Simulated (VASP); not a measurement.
The system is Cu2O.

```
Cu O
1.0
     4.26000    0.00000    0.00000
     0.00000    4.26000    0.00000
     0.00000    0.00000    4.26000
Cu O
4 2
Direct
  0.25000 0.25000 0.25000
  0.25000 0.75000 0.75000
  0.75000 0.75000 0.25000
  0.75000 0.25000 0.75000
  0.00000 0.00000 0.00000
  0.50000 0.50000 0.50000
```

Base run:

* Program: VASP 6.6.1
* Functional: PBE
* Potentials or basis: VASP PAW PBE potentials, release 64 (Cu, O)
* Cutoff: 520 eV
* k mesh: 7 × 7 × 7
* Occupations: fermi-dirac, width 0.02 eV
* Spin: no spin polarisation

Its results: band gap on the k mesh 0.54 eV, direct; pressure 4.0 GPa.

Problem. The run is repeated on the same cell with these changes: hubbard terms from none to Cu d U = 1.0 eV. What comes out?

Solution. Band gap on the k mesh 0.59 eV, direct; pressure 3.7 GPa.

The U term pushes filled and empty states of the shell apart.

A k mesh can miss the band edges.
